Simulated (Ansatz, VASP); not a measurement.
## One calculation of HfO2, two programs

```
Hf O
1.0
    -0.01414    2.57983    2.55458
     2.61903   -0.01416    2.55460
     2.57055    2.53137    0.03431
Hf O
1 2
Direct
  0.97746 0.03269 0.03066
  0.25347 0.24130 0.25740
  0.75231 0.75203 0.69902
```

Alike in both runs: task single point; functional PBE; k mesh 4 × 4 × 4; no spin polarisation.

|  | VASP | Ansatz |
| --- | --- | --- |
| version | VASP 6.6.1 | Ansatz 0.2.0 |
| potentials or method | VASP PAW PBE potentials, release 64 (Hf_pv, O), cutoff 520 eV | plane waves, PAW |
| occupations | gaussian, width 0.01 eV | fixed |
| valence electrons in the cell | 22 | 38 |

Ansatz gave:

| Quantity | Value |
| --- | --- |
| pressure (GPa) | 4.0 |
| traceless stress, the component that is largest in VASP (GPa) | -6.10 |
| rms of the force components (eV/Å) | 1.271 |

Q: Which values does VASP return?

A: Pressure (GPa): 0.7; traceless stress, the component that is largest in VASP (GPa): -5.81; rms of the force components (eV/Å): 1.246.

Atom by atom the forces differ by 0.030 eV/Å (rms over components). VASP's potentials hold 22 valence electrons a cell and Ansatz's 38, so a difference there can come from the potentials and not from the codes. Ansatz's warnings: stress scf threshold loose.

The k mesh is coarse, so the values compare programs but aren't converged. Spin-orbit coupling is off throughout.
